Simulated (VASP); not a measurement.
# InAs (F-43m) in VASP: a series of runs

InAs is run at these levels: r2SCAN; tasks: single point.

Program: VASP 6.6.1. These are calculated values, not measurements. Logs are shortened: lines on timing, memory, paths and dates and some standing lists are left out, and cuts for length are marked.

### Step 1. The cell of the first run

Symmetry: F-43m, No. 216, cubic system. Conventional cell: a = 5.926 Å, b = 5.926 Å, c = 5.926 Å, α = 90.00°, β = 90.00°, γ = 90.00°. In (site symmetry -43m) has 4 As at 2.57 Å within 3.4 Å. Within 3.4 Å of As (site symmetry -43m) lie 4 In at 2.57 Å.

### Step 2. Single point, r2SCAN, non-collinear spin, zero start, spin-orbit coupling (strain -3.0%)

Contents of POSCAR:

```
InAs
1.0
    0.0000000000      2.9629527589      2.9629527589
    2.9629527589      0.0000000000      2.9629527589
    2.9629527589      2.9629527589      0.0000000000
In As
1 1
Direct
    0.0000000000      0.0000000000      0.0000000000
    0.2500000000      0.2500000000      0.2500000000
```

Contents of INCAR.step1:

```
PREC = Accurate
ENCUT = 520
ISMEAR = -1
SIGMA = 0.02
LREAL = F
LASPH = T
NELM = 150
MAGMOM = 0 0 0 0 0 0
LSORBIT = T
GGA_COMPAT = F
NBANDS = 30
GGA = PE
ALGO = Normal
EDIFF = 1E-4
LWAVE = T
LCHARG = F
```

Contents of INCAR.step2:

```
PREC = Accurate
ENCUT = 520
EDIFF = 1E-6
ISMEAR = -1
SIGMA = 0.02
LREAL = F
LASPH = T
NELM = 150
ALGO = Normal
ISIF = 2
LWAVE = F
LCHARG = T
MAGMOM = 0 0 0 0 0 0
LORBIT = 11
LSORBIT = T
GGA_COMPAT = F
LORBMOM = T
METAGGA = R2SCAN
LMIXTAU = T
LVHAR = T
NBANDS = 30
ISTART = 1
```

Contents of KPOINTS:

```
Automatic mesh
0
Gamma
  8 8 8
```

Potentials or basis: VASP PAW PBE potentials, release 64 (In_d, As).

Command:

```bash
> cat potpaw_PBE.64/In_d/POTCAR potpaw_PBE.64/As/POTCAR > POTCAR
> cp INCAR.step1 INCAR
> mpirun -np 1 vasp_ncl > vasp.out
> cp INCAR.step2 INCAR
> mpirun -np 1 vasp_ncl > vasp.out
```

OUTCAR:

```text
PREC = Accurate
   ENCUT = 520
   EDIFF = 1E-6
   ISMEAR = -1
   LREAL = F
   LASPH = T
   NELM = 150
   ISIF = 2
   LORBIT = 11
   LSORBIT = T
   METAGGA = R2SCAN
   ISTART = 1

 ion  position               nearest neighbor table
   1  0.000  0.000  0.000-   2 2.57   2 2.57   2 2.57   2 2.57
   2  0.250  0.250  0.250-   1 2.57   1 2.57   1 2.57   1 2.57

  LATTYP: Found a face centered cubic cell.
 ALAT       =     5.9259055178

  Lattice vectors:

 A1 = (   0.0000000000,   2.9629527589,   2.9629527589)
 A2 = (   2.9629527589,   0.0000000000,   2.9629527589)
 A3 = (   2.9629527589,   2.9629527589,   0.0000000000)

Analysis of symmetry for initial positions (statically):
=====================================================================
 Subroutine PRICEL returns:
 Original cell was already a primitive cell.

 Routine SETGRP: Setting up the symmetry group for a
 face centered cubic supercell.

 Subroutine GETGRP returns: Found 24 space group operations
 (whereof 24 operations were pure point group operations)
 out of a pool of 48 trial point group operations.

The static configuration has the point symmetry T_d .

Analysis of symmetry for dynamics (positions and initial velocities):
=====================================================================
 Subroutine PRICEL returns:
 Original cell was already a primitive cell.

 Routine SETGRP: Setting up the symmetry group for a
 face centered cubic supercell.

 Subroutine GETGRP returns: Found 24 space group operations
 (whereof 24 operations were pure point group operations)
 out of a pool of 48 trial point group operations.

The dynamic configuration has the point symmetry T_d .

Analysis of structural, dynamic, and magnetic symmetry:
=====================================================================
 Subroutine PRICEL returns:
 Original cell was already a primitive cell.

 Routine SETGRP: Setting up the symmetry group for a
 face centered cubic supercell.

 Subroutine GETGRP returns: Found 24 space group operations
 (whereof 24 operations were pure point group operations)
 out of a pool of 48 trial point group operations.

The overall configuration has the point symmetry T_d .

 Subroutine INISYM returns: Found 24 space group operations
 (whereof 24 operations are pure point group operations),
 and found     1 'primitive' translations

----------------------------------------------------------------------------------------

                                     Primitive cell

  volume of cell :      52.0241

  direct lattice vectors                    reciprocal lattice vectors
     0.000000000  2.962952759  2.962952759    -0.168750581  0.168750581  0.168750581
     2.962952759  0.000000000  2.962952759     0.168750581 -0.168750581  0.168750581
     2.962952759  2.962952759  0.000000000     0.168750581  0.168750581 -0.168750581

  length of vectors
     4.190247976  4.190247976  4.190247976     0.292284580  0.292284580  0.292284580

  position of ions in fractional coordinates (direct lattice)
     0.000000000  0.000000000  0.000000000
     0.250000000  0.250000000  0.250000000

  ion indices of the primitive-cell ions
   primitive index   ion index
                 1           1
                 2           2

----------------------------------------------------------------------------------------

 KPOINTS: Automatic mesh

Automatic generation of k-mesh.
 Grid dimensions read from file:
 generate k-points for:    8    8    8

 Generating k-lattice:

  Cartesian coordinates                     Fractional coordinates (reciprocal lattice)
    -0.021093823  0.021093823  0.021093823     0.125000000  0.000000000  0.000000000
     0.021093823 -0.021093823  0.021093823     0.000000000  0.125000000  0.000000000
[... 95 lines left out ...]

 number of electron      18.0000008 magnetization       0.0000000     -0.0000000      0.0000000

 number of electron      18.0000008 magnetization      -0.0000000      0.0000000     -0.0000000

 Free energy of the ion-electron system (eV)
  ---------------------------------------------------
  ext. energy  EPLUGINS =         0.00000000
  ---------------------------------------------------
  free energy    TOTEN  =       -38.01208625 eV

  energy without entropy =      -38.01208623  energy(sigma->0) =      -38.01208624

 E-fermi :   5.2724     XC(G=0):  -9.9411

 val. band max:        5.0274893882   @ k =   0.0000   0.0000   0.0000
 cond. band min:       5.5035474649   @ k =   0.0000   0.0000   0.0000
 fundamental gap:      0.4760580767
 Fermi energy:         5.2724482500

 k-point     1 :       0.0000    0.0000    0.0000
  band No.  band energies     occupation
      1     -10.5112      1.00000
      2     -10.5112      1.00000
      3     -10.5112      1.00000
      4     -10.5112      1.00000
      5      -9.7366      1.00000
      6      -9.7366      1.00000
[... 781 lines left out ...]
     29      16.7791      0.00000
     30      16.7918      0.00000

 [... further k-points ...]

------------------------ aborting loop because EDIFF is reached ----------------------------------------

  FORCE on cell =-STRESS in cart. coord.  units (eV):
  Direction    XX          YY          ZZ          XY          YZ          ZX
  --------------------------------------------------------------------------------------
  -------------------------------------------------------------------------------------
  Total        2.0898220      2.0898220      2.0898220      0.0000000     -0.0000000      0.0000000
  in kB       64.3599501     64.3599501     64.3599501      0.0000000     -0.0000000      0.0000000
  external PRESSURE =      64.3599501 kB  Pullay stress =       0.0000000 kB

 VOLUME and BASIS-vectors are now :
 -----------------------------------------------------------------------------
  energy-cutoff  :      520.00
  volume of cell :       52.02
      direct lattice vectors                 reciprocal lattice vectors
     0.000000000  2.962952759  2.962952759    -0.168750581  0.168750581  0.168750581
     2.962952759  0.000000000  2.962952759     0.168750581 -0.168750581  0.168750581
     2.962952759  2.962952759  0.000000000     0.168750581  0.168750581 -0.168750581

 POSITION                                       TOTAL-FORCE (eV/Angst)
 -----------------------------------------------------------------------------------
      0.00000      0.00000      0.00000        -0.000000     -0.000000     -0.000000
      1.48148      1.48148      1.48148         0.000000      0.000000      0.000000
 -----------------------------------------------------------------------------------
    total drift:                               -0.000000     -0.000000     -0.000000

  FREE ENERGIE OF THE ION-ELECTRON SYSTEM (eV)
  ---------------------------------------------------
  free  energy   TOTEN  =       -38.0120862543 eV

  energy  without entropy=      -38.0120862349  energy(sigma->0) =      -38.01208624

 orbital moment (x)

 # of ion     p       d       tot
 ----------------------------------------
  1         0.000   0.000   0.000
  2        -0.000  -0.000  -0.000
 ----------------------------------------
            0.000   0.000   0.000

 orbital moment (y)

 # of ion     p       d       tot
 ----------------------------------------
  1         0.000  -0.000   0.000
  2         0.000  -0.000   0.000
 ----------------------------------------
            0.000  -0.000   0.000

 orbital moment (z)

 # of ion     p       d       tot
 ----------------------------------------
  1         0.000   0.000   0.000
  2        -0.000   0.000  -0.000
 ----------------------------------------
           -0.000   0.000  -0.000

 Spin-Orbit-Coupling matrix elements

 Ion:    1  E_soc:     -0.0705735
 l=   1
     0.0000000    -0.0054773    -0.0054773
    -0.0054773     0.0000000    -0.0054773
    -0.0054773    -0.0054773     0.0000000
 l=   2
     0.0000000    -0.0012826     0.0000000    -0.0012826    -0.0050024
    -0.0012826     0.0000000    -0.0037518    -0.0012826    -0.0012506
     0.0000000    -0.0037518     0.0000000    -0.0037518     0.0000000
    -0.0012826    -0.0012826    -0.0037518     0.0000000    -0.0012506
    -0.0050024    -0.0012506     0.0000000    -0.0012506     0.0000000
 l=   3
     0.0000000     0.0000000     0.0000000     0.0000000     0.0000000     0.0000000     0.0000000
     0.0000000     0.0000000     0.0000000     0.0000000     0.0000000     0.0000000     0.0000000
     0.0000000     0.0000000     0.0000000     0.0000000     0.0000000     0.0000000     0.0000000
     0.0000000     0.0000000     0.0000000     0.0000000     0.0000000     0.0000000     0.0000000
     0.0000000     0.0000000     0.0000000     0.0000000     0.0000000     0.0000000     0.0000000
     0.0000000     0.0000000     0.0000000     0.0000000     0.0000000     0.0000000     0.0000000
     0.0000000     0.0000000     0.0000000     0.0000000     0.0000000     0.0000000     0.0000000

 Ion:    2  E_soc:     -0.0241393
 l=   1
     0.0000000    -0.0040206    -0.0040206
    -0.0040206     0.0000000    -0.0040206
    -0.0040206    -0.0040206     0.0000000
 l=   2
     0.0000000    -0.0000012     0.0000000    -0.0000012    -0.0000014
    -0.0000012     0.0000000    -0.0000011    -0.0000012    -0.0000004
     0.0000000    -0.0000011     0.0000000    -0.0000011     0.0000000
    -0.0000012    -0.0000012    -0.0000011     0.0000000    -0.0000004
    -0.0000014    -0.0000004     0.0000000    -0.0000004     0.0000000
 l=   3
     0.0000000     0.0000000     0.0000000     0.0000000     0.0000000     0.0000000     0.0000000
     0.0000000     0.0000000     0.0000000     0.0000000     0.0000000     0.0000000     0.0000000
     0.0000000     0.0000000     0.0000000     0.0000000     0.0000000     0.0000000     0.0000000
     0.0000000     0.0000000     0.0000000     0.0000000     0.0000000     0.0000000     0.0000000
     0.0000000     0.0000000     0.0000000     0.0000000     0.0000000     0.0000000     0.0000000
     0.0000000     0.0000000     0.0000000     0.0000000     0.0000000     0.0000000     0.0000000
     0.0000000     0.0000000     0.0000000     0.0000000     0.0000000     0.0000000     0.0000000

 total charge

# of ion       s       p       d       tot
------------------------------------------
    1        0.837   0.830   9.901  11.568
    2        1.208   1.666   0.026   2.900
--------------------------------------------------
tot          2.044   2.495   9.928  14.468

 magnetization (x)

# of ion       s       p       d       tot
------------------------------------------
    1        0.000  -0.000  -0.000  -0.000
    2        0.000  -0.000   0.000  -0.000
--------------------------------------------------
tot          0.000  -0.000  -0.000  -0.000

 magnetization (y)

# of ion       s       p       d       tot
------------------------------------------
    1        0.000  -0.000   0.000  -0.000
    2        0.000   0.000   0.000   0.000
--------------------------------------------------
tot          0.000  -0.000   0.000  -0.000

 magnetization (z)

# of ion       s       p       d       tot
------------------------------------------
    1        0.000  -0.000   0.000   0.000
    2        0.000  -0.000   0.000  -0.000
--------------------------------------------------
tot          0.000  -0.000   0.000  -0.000
```

It took 8.1 min on 1 thread of AMD EPYC 7R13, shared host; peak memory 0.42 GiB.

What came out:

| Property | Result |
| --- | --- |
| Free energy | -38.0121 eV |
| Pressure | 6.4 GPa |
| Net moment | 0.00 μB per cell |
| Valence electrons inside the program's atomic spheres | In 11.57; As 2.90 |

Moments on the atoms (μB; x, y, z):
```
In  0.00 0.00 0.00
As  0.00 0.00 0.00
```

Caveat: the cell differs from its parent crystal (strain -3.0%); the cell stands under pressure; the PAW data sets were made with another functional, which shifts forces and pressure a little.

### Step 3. Single point, r2SCAN, non-collinear spin, zero start, spin-orbit coupling (strain -2.0%)

Contents of POSCAR:

```
InAs
1.0
    0.0000000000      2.9934986636      2.9934986636
    2.9934986636      0.0000000000      2.9934986636
    2.9934986636      2.9934986636      0.0000000000
In As
1 1
Direct
    0.0000000000      0.0000000000      0.0000000000
    0.2500000000      0.2500000000      0.2500000000
```

Contents of INCAR.step1:

```
PREC     = Accurate       # precision mode
ENCUT    = 520            # plane-wave cutoff, eV
ISMEAR   = -1             # smearing method
SIGMA    = 0.02           # smearing width, eV
LREAL    = False          # projectors in reciprocal space
LASPH    = True           # aspherical terms in the spheres
NELM     = 150            # most SCF steps
MAGMOM   = 0 0 0 0 0 0    # initial moments
LSORBIT  = True           # spin-orbit coupling
GGA_COMPAT= False        
NBANDS   = 30             # bands
GGA      = PE             # functional
ALGO     = Normal         # electronic algorithm
EDIFF    = 1E-4           # SCF threshold, eV
LWAVE    = True           # write WAVECAR
LCHARG   = False          # write CHGCAR
```

Contents of INCAR.step2:

```
PREC     = Accurate       # precision mode
ENCUT    = 520            # plane-wave cutoff, eV
EDIFF    = 1E-7           # SCF threshold, eV
ISMEAR   = -1             # smearing method
SIGMA    = 0.02           # smearing width, eV
LREAL    = False          # projectors in reciprocal space
LASPH    = True           # aspherical terms in the spheres
NELM     = 150            # most SCF steps
ALGO     = Normal         # electronic algorithm
ISIF     = 2              # what is computed and relaxed
LWAVE    = False          # write WAVECAR
LCHARG   = False          # write CHGCAR
MAGMOM   = 0 0 0 0 0 0    # initial moments
LORBIT   = 11             # projections on sites
LSORBIT  = True           # spin-orbit coupling
GGA_COMPAT= False        
LORBMOM  = True         
METAGGA  = R2SCAN         # meta-GGA
LMIXTAU  = True         
NBANDS   = 30             # bands
ISTART   = 1
```

Contents of KPOINTS:

```
regular mesh
0
Gamma
  8 8 8
```

Potentials or basis: VASP PAW PBE potentials, release 64 (In_d, As).

Command:

```bash
> cat potpaw_PBE.64/In_d/POTCAR potpaw_PBE.64/As/POTCAR > POTCAR
> cp INCAR.step1 INCAR
> mpirun -np 1 vasp_ncl > vasp.out
> cp INCAR.step2 INCAR
> mpirun -np 1 vasp_ncl > vasp.out
```

Wall time 11 min (1 thread of AMD EPYC 7R13, shared host); peak memory 0.43 GiB.

It converged, with:

```
Free energy                                           : -38.0652 eV
Pressure                                              : 4.0 GPa
Net moment                                            : 0.00 μB per cell
Valence electrons inside the program's atomic spheres : In 11.53; As 2.88
```

Moments on the atoms (μB; x, y, z):
```
In  0.00 0.00 0.00
As  0.00 0.00 0.00
```

Caveat: the cell differs from its parent crystal (strain -2.0%); the cell stands under pressure; the PAW data sets were made with another functional, which shifts forces and pressure a little.

### Step 4. Single point, r2SCAN (strain -2.0%)

POSCAR is that of step 3.

Contents of INCAR.step1:

```
SYSTEM = InAs
ALGO = Normal ; EDIFF = 1E-5
ENCUT = 560 ; GGA = PE
GGA_COMPAT = .False. ; ISMEAR = -1
LASPH = .True. ; LCHARG = .False.
LREAL = .False. ; LWAVE = .True.
NBANDS = 21 ; NELM = 120
PREC = Accurate ; SIGMA = 0.02
```

Contents of INCAR.step2:

```
SYSTEM = InAs
ALGO = Normal ; EDIFF = 1E-6
ENCUT = 560 ; GGA_COMPAT = .False.
ISIF = 2 ; ISMEAR = -1
ISTART = 1 ; LASPH = .True.
LCHARG = .False. ; LMIXTAU = .True.
LREAL = .False. ; LWAVE = .False.
METAGGA = R2SCAN ; NBANDS = 21
NELM = 120 ; PREC = Accurate
SIGMA = 0.02
```

Contents of KPOINTS:

```
k-points
0
Gamma
  8 8 8
  0 0 0
```

Potentials or basis: VASP PAW PBE potentials, release 64 (In_d, As_d).

Command:

```bash
> cat potpaw_PBE.64/In_d/POTCAR potpaw_PBE.64/As_d/POTCAR > POTCAR
> cp INCAR.step1 INCAR
> mpirun -np 1 vasp_std > vasp.out
> cp INCAR.step2 INCAR
> mpirun -np 1 vasp_std > vasp.out
```

It took 66 s on 1 thread of Intel Xeon 6975P-C (Granite Rapids), shared host; peak memory 0.23 GiB.

It converged, with:

```
Free energy            : -38.0474 eV
Pressure               : 4.0 GPa
Band gap on the k mesh : 0.41 eV
```

Levels at points of the mesh, in eV from the valence-band top:
```
           k point  band 11  band 12  band 13  band 14  band 15  band 16  band 17  band 18
(0.00, 0.00, 0.00)   -12.51     0.00     0.00     0.00     0.41     4.29     4.29     4.29
(0.50, 0.00, 0.00)   -10.86    -6.04    -1.06    -1.06     1.40     5.07     5.07     7.33
(0.50, 0.50, 0.00)   -10.26    -6.07    -2.50    -2.50     1.78     2.36    10.06    10.17
```

Caveat: the cell differs from its parent crystal (strain -2.0%); the cell stands under pressure; semilocal functionals underestimate gaps, and a narrow one can read as zero; the PAW data sets were made with another functional, which shifts forces and pressure a little; spin-orbit coupling is left out, which moves the levels of the heavy elements.

### Step 5. The runs side by side

```tsv
potentials or basis	spin	cell	cutoff (eV)	pressure (GPa)	moment (μB)
VASP PAW PBE potentials, release 64 (In_d, As)	non-collinear, zero start, SOC	a = 4.190 Å, angles 60.0°, 2 atoms	520	6.4	0.00
VASP PAW PBE potentials, release 64 (In_d, As)	non-collinear, zero start, SOC	a = 4.233 Å, angles 60.0°, 2 atoms	520	4.0	0.00
VASP PAW PBE potentials, release 64 (In_d, As_d)	off	a = 4.233 Å, angles 60.0°, 2 atoms	560	4.0	-
```

Alike in all rows: task single point; level r2SCAN; k mesh 8 × 8 × 8; smearing fermi-dirac 0.02 eV.

Caveats: the cell stands under pressure; the PAW data sets were made with another functional, which shifts forces and pressure a little; semilocal functionals underestimate gaps, and a narrow one can read as zero (at least some runs); spin-orbit coupling is left out, which moves the levels of the heavy elements (at least some runs).

Total energies depend on the potentials used, so only differences within one code and one set of settings carry meaning.
